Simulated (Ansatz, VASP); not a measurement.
**PdI: VASP beside Ansatz**

```
Pd I
1.0
     3.57038    0.00000    0.00000
     0.00000    3.57038    0.00000
     0.00000    0.00000    3.57038
Pd I
1 1
Direct
  0.00000 0.00000 0.00000
  0.50000 0.50000 0.50000
```

Alike in both runs: functional PBE; k mesh 6 × 6 × 6; occupations gaussian, width 0.1 eV; no spin polarisation.

Ansatz relaxed the structure, and its values are those at the end. VASP's run is a single point on that final structure, the one shown.

|  | VASP | Ansatz |
| --- | --- | --- |
| version | VASP 6.6.1 | Ansatz 0.2.0 |
| potentials or method | VASP PAW PBE potentials, release 64 (Pd, I), cutoff 500 eV | scalar-relativistic, plane waves, PAW |
| valence electrons in the cell | 17 | 35 |

|  | VASP | Ansatz | Ansatz less VASP |
| --- | --- | --- | --- |
| gap on the k mesh at the Fermi level (eV) | none | none | - |
| pressure (GPa) | 0.2 | 0.2 | +0.06 |

A gap of «none» marks a metal or a gap that the smearing closes. The functional is the same, so the differences come from potentials, cutoffs and numerics. VASP's potentials hold 17 valence electrons a cell and Ansatz's 35, so a difference there can come from the potentials and not from the codes.

Neither program's run includes spin-orbit coupling.
